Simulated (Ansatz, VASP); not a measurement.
**NaGeI3 in VASP and in Ansatz**

```
CELL_PARAMETERS angstrom
5.97761 0.00000 0.00000
0.00000 5.97761 0.00000
0.00000 0.00000 5.86384
ATOMIC_POSITIONS crystal
Na 0.00000 0.00000 0.00000
Ge 0.50000 0.50000 0.50000
I 0.50000 0.50000 0.00000
I 0.50000 0.00000 0.50000
I 0.00000 0.50000 0.50000
```

Change from the starting cell: epitaxial_xy strain +1.5%.

Alike in both runs: task single point; functional r2SCAN; k mesh 4 × 4 × 4; no spin polarisation.

|  | VASP | Ansatz |
| --- | --- | --- |
| version | VASP 6.6.1 | Ansatz 0.2.0 |
| potentials or method | VASP PAW PBE potentials, release 64 (Na_pv, Ge_d, I) | plane waves, PAW |
| plane-wave cutoff (eV) | 520 | 500 |
| occupations | gaussian, width 0.01 eV | fixed |
| valence electrons in the cell | 42 | 74 |

|  | VASP | Ansatz | Ansatz less VASP |
| --- | --- | --- | --- |
| gap on the k mesh at the Fermi level (eV) | 0.53 | 0.53 | 0.000 |
| pressure (GPa) | -0.5 | -0.5 | +0.03 |
| traceless stress, the component that is largest in VASP (GPa) | 0.47 | 0.46 | -0.007 |

VASP's potentials were made for PBE, not for r2SCAN. VASP's potentials hold 42 valence electrons a cell and Ansatz's 74, so a difference there can come from the potentials and not from the codes.

Neither program's run includes spin-orbit coupling.
